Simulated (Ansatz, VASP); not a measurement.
**Two plane-wave programs on Si3C**

```xyz
4
Lattice="2.9040 0.0000 0.0000 -1.4520 2.5149 0.0000 0.0000 0.0000 6.5489" Properties=species:S:1:pos:R:3 pbc="T T T"
Si    0.0000    1.6766    0.0000
Si    1.4520    0.8383    2.0538
Si    1.4520    0.8383    4.4952
C     0.0000    1.6766    3.2745
```

Alike in both runs: functional PBE; k mesh 18 × 18 × 8; occupations gaussian, width 0.1 eV; no spin polarisation.

Ansatz relaxed the structure, and its values are those at the end. VASP's run is a single point on that final structure, the one shown.

|  | VASP | Ansatz |
| --- | --- | --- |
| version | VASP 6.6.1 | Ansatz 0.2.0 |
| potentials or method | VASP PAW PBE potentials, release 64 (Si, C), cutoff 520 eV | scalar-relativistic, plane waves, PAW |
| valence electrons in the cell | 16 | 16 |

|  | VASP | Ansatz | Ansatz less VASP |
| --- | --- | --- | --- |
| gap on the k mesh at the Fermi level (eV) | none | none | - |
| pressure (GPa) | 0.0 | 0.0 | 0.00 |
| rms of the force components (eV/Å) | 0.005 | 0.000 | -0.0046 |

A gap of «none» marks a metal or a gap that the smearing closes.
